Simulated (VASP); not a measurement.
# GeN (Imm2) in VASP: a series of runs, part 2 of 2

VASP 6.6.1. Earlier steps stand in the parts before.

### 4 Single point, PBE

This run uses another cell than the first one, of 15.24 Å³/atom.

Input file INCAR:

```
ALGO     = Normal         # electronic algorithm
EDIFF    = 1E-6           # SCF threshold, eV
ENCUT    = 520            # plane-wave cutoff, eV
GGA      = PE             # functional
ISIF     = 2              # what is computed and relaxed
ISMEAR   = 0              # smearing method
LASPH    = T              # aspherical terms in the spheres
LCHARG   = F              # write CHGCAR
LREAL    = F              # projectors in reciprocal space
LWAVE    = F              # write WAVECAR
NBANDS   = 27             # bands
NELM     = 100            # most SCF steps
PREC     = Accurate       # precision mode
SIGMA    = 0.01           # smearing width, eV
```

Input file KPOINTS:

```
k-points
0
Gamma
  10 10 10
```

Input file POSCAR:

```
GeN
1.0
   -1.5474963412      3.8314407647      2.5704372883
    1.5474963412     -3.8314407647      2.5704372883
    1.5474963412      3.8314407647     -2.5704372883
Ge N
2 2
Direct
    0.2705434537      0.6059769245      0.6645665293
    0.9414103952      0.6059769245      0.3354334707
    0.0117199347      0.2627396930      0.7489802417
    0.5137594514      0.2627396930      0.2510197583
```

Potentials or basis: VASP PAW PBE potentials, release 64 (Ge_d, N).

Command:

```sh
$ cat potpaw_PBE.64/Ge_d/POTCAR potpaw_PBE.64/N/POTCAR > POTCAR
$ mpirun -np 1 vasp_std > vasp.out
```

OUTCAR:

```text
EDIFF = 1E-6
   ENCUT = 520
   GGA = PE
   ISIF = 2
   ISMEAR = 0
   LASPH = T
   LREAL = F
   NELM = 100
   PREC = Accurate

 ion  position               nearest neighbor table
   1  0.271  0.606  0.665-   4 1.87   4 1.87   3 1.88   2 2.52
   2  0.941  0.606  0.335-   3 1.87   3 1.87   4 1.88   1 2.52
   3  0.012  0.263  0.749-   2 1.87   2 1.87   1 1.88
   4  0.514  0.263  0.251-   1 1.87   1 1.87   2 1.88

  LATTYP: Found a body centered orthorhombic cell.
 ALAT       =     3.0949926824
 B/A-ratio  =     1.6610296386
 C/A-ratio  =     2.4758964934

  Lattice vectors:

 A1 = (   1.5474963412,  -3.8314407647,  -2.5704372883)
 A2 = (  -1.5474963412,  -3.8314407647,   2.5704372883)
 A3 = (  -1.5474963412,   3.8314407647,  -2.5704372883)

Analysis of symmetry for initial positions (statically):
=====================================================================
 Subroutine PRICEL returns:
 Original cell was already a primitive cell.

 Routine SETGRP: Setting up the symmetry group for a
 body centered orthorhombic supercell.

 Subroutine GETGRP returns: Found  4 space group operations
 (whereof  4 operations were pure point group operations)
 out of a pool of  8 trial point group operations.

The static configuration has the point symmetry C_2v.

Analysis of symmetry for dynamics (positions and initial velocities):
=====================================================================
 Subroutine PRICEL returns:
 Original cell was already a primitive cell.

 Routine SETGRP: Setting up the symmetry group for a
 body centered orthorhombic supercell.

 Subroutine GETGRP returns: Found  4 space group operations
 (whereof  4 operations were pure point group operations)
 out of a pool of  8 trial point group operations.

[... 119 lines left out ...]
   ISMEAR =     0;   SIGMA  =   0.01  broadening in eV -4-tet -1-fermi 0-gaus
   EFERMI_NEDOS =   21; number of points for ismear=-14 and -15
   IALGO  =     38    algorithm
   IMIX   =      4    mixing-type and parameters
     AMIX     =   0.40;   BMIX     =  1.00
     AMIX_MAG =   1.60;   BMIX_MAG =  1.00
  volume/ion in A,a.u.               =      15.24       102.85
  Fermi-wavevector in a.u.,A,eV,Ry     =   1.398459  2.642705 26.608750  1.955688
  Thomas-Fermi vector in A             =   2.521615
   LORBIT       =      0    0 simple, 1 ext, 2 COOP (PROOUT), +10 PAW based schemes
   GGA     = PE    functional components
   LHFCALC =     F    Hartree Fock is set to
   AEXX    =    0.0000 exact exchange contribution
   IVDW    =     0    specifies the selected vdW correction
   LEPSILON=     F    determine dielectric tensor
   LRPA    =     F    only Hartree local field effects (RPA)
 non-spin polarized calculation
 Gauss-broadening in eV      SIGMA  =   0.01
  energy-cutoff  :      520.00
  volume of cell :       60.96
 maximum number of plane-waves:      1662
   NGX = 19   NGY = 19   NGZ = 19

 number of electron      38.0000010 magnetization

 Free energy of the ion-electron system (eV)
  ---------------------------------------------------
  ext. energy  EPLUGINS =         0.00000000
  ---------------------------------------------------
  free energy    TOTEN  =       -25.48325777 eV

  energy without entropy =      -25.48325777  energy(sigma->0) =      -25.48325777

 E-fermi :   4.7889     XC(G=0):  -9.9745

 val. band max:        4.6786030369   @ k =   0.5000   0.5000   0.5000
 cond. band min:       5.3389244186   @ k =   0.5000   0.5000   0.5000
 fundamental gap:      0.6603213817
 Fermi energy:         4.7889487990

 k-point     1 :       0.0000    0.0000    0.0000
  band No.  band energies     occupation
      1     -20.4990      2.00000
      2     -20.4640      2.00000
      3     -20.4158      2.00000
      4     -20.4127      2.00000
      5     -20.3534      2.00000
      6     -20.3304      2.00000
[... 709 lines left out ...]
     26      14.0210      0.00000
     27      14.4691      0.00000

 [... further k-points ...]

------------------------ aborting loop because EDIFF is reached ----------------------------------------

  FORCE on cell =-STRESS in cart. coord.  units (eV):
  Direction    XX          YY          ZZ          XY          YZ          ZX
  --------------------------------------------------------------------------------------
  -------------------------------------------------------------------------------------
  Total       -0.1627293     -0.0575548     -0.1397403      0.0000000      0.0000000      0.0000000
  in kB       -4.2767855     -1.5126328     -3.6725988      0.0000000      0.0000000      0.0000000
  external PRESSURE =      -3.1540057 kB  Pullay stress =       0.0000000 kB

 VOLUME and BASIS-vectors are now :
 -----------------------------------------------------------------------------
  energy-cutoff  :      520.00
  volume of cell :       60.96
      direct lattice vectors                 reciprocal lattice vectors
    -1.547496341  3.831440765  2.570437288     0.000000000  0.130499212  0.194519431
     1.547496341 -3.831440765  2.570437288     0.323102541  0.000000000  0.194519431
     1.547496341  3.831440765 -2.570437288     0.323102541  0.130499212  0.000000000

 POSITION                                       TOTAL-FORCE (eV/Angst)
 -----------------------------------------------------------------------------------
      1.54750      1.26105      0.54481         0.000000      0.027375     -0.002747
      0.00000      2.57039      3.11525        -0.000000     -0.027375     -0.002747
      1.54750      1.90791     -1.21973        -0.000000      0.013700      0.002747
     -0.00000      1.92353      1.35071        -0.000000     -0.013700      0.002747
 -----------------------------------------------------------------------------------
    total drift:                                0.000001      0.000004     -0.000893

  FREE ENERGIE OF THE ION-ELECTRON SYSTEM (eV)
  ---------------------------------------------------
  free  energy   TOTEN  =       -25.4832577671 eV

  energy  without entropy=      -25.4832577671  energy(sigma->0) =      -25.48325777
```

OSZICAR:

```text
N       E                     dE             d eps       ncg     rms          rms(c)
DAV:   1     0.349170109980E+03    0.34917E+03   -0.19122E+04 11173   0.360E+03
DAV:   2     0.297344119851E+02   -0.31944E+03   -0.30380E+03  9450   0.720E+02
DAV:   3    -0.268920417302E+02   -0.56626E+02   -0.55982E+02 10712   0.184E+02
DAV:   4    -0.296434232371E+02   -0.27514E+01   -0.27403E+01 11244   0.470E+01
DAV:   5    -0.296948722076E+02   -0.51449E-01   -0.51425E-01 10863   0.680E+00    0.121E+01
DAV:   6    -0.254399042986E+02    0.42550E+01   -0.14596E+01 13686   0.397E+01    0.440E+00
DAV:   7    -0.255072390623E+02   -0.67335E-01   -0.12673E+00  9853   0.758E+00    0.287E+00
DAV:   8    -0.254930302026E+02    0.14209E-01   -0.17890E-01 12772   0.501E+00    0.654E-01
DAV:   9    -0.254818411080E+02    0.11189E-01   -0.54033E-02 14279   0.267E+00    0.235E-01
DAV:  10    -0.254830704631E+02   -0.12294E-02   -0.44511E-03 10486   0.552E-01    0.491E-02
DAV:  11    -0.254832361773E+02   -0.16571E-03   -0.32911E-04 10878   0.136E-01    0.243E-02
DAV:  12    -0.254832534989E+02   -0.17322E-04   -0.39320E-05 11126   0.112E-01    0.918E-03
DAV:  13    -0.254832582662E+02   -0.47673E-05   -0.15318E-05 10513   0.249E-02    0.391E-03
DAV:  14    -0.254832577671E+02    0.49911E-06   -0.15298E-06  8730   0.202E-02
   1 F= -.25483258E+02 E0= -.25483258E+02  d E =-.742875E-58
```

Wall time 5.6 min (1 thread of AMD EPYC 7R13, shared host); peak memory 0.34 GiB.

What came out:

* Free energy: -25.4833 eV
* Pressure: -0.3 GPa
* Largest force: 0.028 eV/Å
* Band gap on the k mesh: 0.66 eV

Forces in eV/Å, atoms in the order of the input:
```
Ge   0.000  0.027 -0.003
Ge   0.000 -0.027 -0.003
N    0.000  0.014  0.003
N    0.000 -0.014  0.003
```

Levels at points of the mesh, in eV from the valence-band top:
| k point | band 17 | band 18 | band 19 | band 20 | band 21 | band 22 |
| --- | --- | --- | --- | --- | --- | --- |
| (0.00, 0.00, 0.00) | -3.74 | -2.85 | -1.29 | 2.78 | 2.86 | 4.18 |
| (0.50, 0.00, 0.00) | -3.67 | -3.28 | -0.90 | 2.25 | 3.63 | 5.32 |
| (0.00, 0.50, 0.00) | -3.90 | -2.01 | -1.65 | 2.31 | 2.32 | 4.68 |
| (0.50, 0.50, 0.00) | -3.42 | -2.38 | -1.53 | 2.70 | 3.71 | 4.57 |
| (0.50, 0.50, 0.50) | -2.73 | -1.15 | 0.00 | 0.66 | 2.16 | 5.31 |

Caveat: semilocal functionals underestimate gaps, and a narrow one can read as zero. A k mesh can miss the band edges.

### 5 Summary

```tsv
task	cell	k mesh	cutoff (eV)	smearing	gap on the mesh (eV)	pressure (GPa)	largest force (eV/Å)
relaxation of cell and atoms	relaxed from a = 4.059 Å, angles 137.1, 89.7, 105.9°, 4 atoms, atomic positions A	6 × 6 × 6	600	gaussian 0.1 eV	0.94	0.0	0.03
single point	a = 4.864 Å, angles 142.9, 76.2, 116.2°, 4 atoms, atomic positions B	10 × 10 × 10	520	gaussian 0.02 eV	0.67	-0.3	0.03
single point	a = 4.866 Å, angles 142.9, 76.1, 116.2°, 4 atoms, atomic positions C	10 × 10 × 10	520	gaussian 0.01 eV	0.66	-0.3	0.03
```

Alike in all rows: level PBE; potentials or basis VASP PAW PBE potentials, release 64 (Ge_d, N); no spin polarisation.

Caveats: semilocal functionals underestimate gaps, and a narrow one can read as zero (at least some runs); the volume moved by over 15 % at a fixed basis, so the end points are rough (at least some runs).

Total energies depend on the potentials used, so only differences within one code and one set of settings carry meaning.
